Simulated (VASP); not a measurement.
**Pd: single point with revPBE**

Crystal: Pd.

```
Pd
1.0
    -2.92177    3.32833    1.32606
     3.32833   -2.92177    1.32606
     1.89474    1.89474   -0.58145
Pd
2
Cartesian
  5.1722 -0.9762 0.7446
  -0.3610 2.6623 1.0353
```

| Quantity | Value |
| --- | --- |
| Program | VASP 6.6.1 |
| Task | single point |
| Functional | revPBE |
| Potentials or basis | VASP PAW PBE potentials, release 64 (Pd) |
| Cutoff | 520 eV |
| k mesh | 20 × 20 × 19 |
| Occupations | fermi-dirac, width 0.1 eV |
| Spin | no spin polarisation |
| Dipole correction | no |
| Further INCAR settings | ALGO = Normal; EDIFF = 1e-06; NBANDS = 17 |

```yaml
Pressure: -0.2 GPa
Band_gap_on_the_k_mesh: zero (bands 10 and 11 overlap by 0.95 eV)
```

Levels at points of the mesh, in eV from the Fermi level:
```tsv
k point	band 7	band 8	band 9	band 10	band 11	band 12	band 13	band 14
(0.00, 0.00, 0.00)	-1.37	-0.87	-0.48	-0.24	0.28	1.98	7.51	14.09
(0.50, 0.00, 0.00)	-1.47	-1.18	-1.01	-0.13	1.80	3.80	4.55	9.39
(0.50, 0.50, 0.00)	-1.61	-1.29	-1.25	-0.65	-0.06	0.07	14.24	14.46
```

Wall time 17 min on 1 thread of Oxide Virtual Turin-like Processor (shared host), peak memory 0.91 GiB.

Caveat: the PAW data sets were made with another functional, which shifts forces and pressure a little.
